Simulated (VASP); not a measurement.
Sr:

```
CELL_PARAMETERS angstrom
4.22795 0.00000 0.00000
-2.11398 3.66151 0.00000
0.00000 0.00000 14.66798
ATOMIC_POSITIONS crystal
Sr 0.00000 0.00000 0.02679
Sr 0.33333 0.66667 0.22321
Sr 0.00000 0.00000 0.52679
Sr 0.66667 0.33333 0.72321
```

- Program: VASP 6.6.1
- Task: relaxation of cell and atoms
- Functional: PBE
- Potentials or basis: VASP PAW PBE potentials, release 64 (Sr_sv)
- Cutoff: 600 eV
- k mesh: 6 × 6 × 2
- Occupations: gaussian, width 0.1 eV
- Spin: no spin polarisation

At the start: pressure 1.0 GPa; volume 56.77 Å³/atom.

Task: Where does the relaxation end?

Result: Over 15 steps the energy falls by 182.7 meV/atom and the volume is 55.41 Å³/atom (-2.4 %); space group P6_3mc (No. 186, to 0.1 Å) before, P6_3/mmc (No. 194, to 0.1 Å).

Step by step:
```tsv
step	energy change (eV)	largest force (eV/Å)	pressure (GPa)	volume (Å³)
1	0.0000	0.9675	1.01	227.07
2	-0.2020	0.6920	0.15	239.03
3	-0.3024	0.4305	-0.69	254.16
4	-0.3057	0.3928	-0.82	256.94
5	-0.4204	0.3792	-0.66	247.34
6	-0.6490	0.2503	0.20	219.97
7	0.0829	0.7151	4.73	171.43
8	-0.6429	0.2595	0.50	214.63
9	-0.6438	0.1631	1.00	206.11
10	-0.6484	0.2081	0.78	209.72
11	-0.7120	0.0115	0.52	212.59
12	-0.7159	0.0597	0.46	213.55
13	-0.7298	0.0114	0.00	221.47
14	-0.7299	0.0093	-0.02	221.87
15	-0.7309	0.0061	-0.01	221.64
```

Final structure:
```xyz
4
Lattice="4.2463 0.0000 0.0000 -2.1232 3.6774 0.0000 0.0000 0.0000 14.1934" Properties=species:S:1:pos:R:3 pbc="T T T"
Sr    0.0000    0.0000   14.1911
Sr    0.0000    2.4516    3.5507
Sr    0.0000    0.0000    7.0944
Sr    2.1232    1.2258   10.6474
```
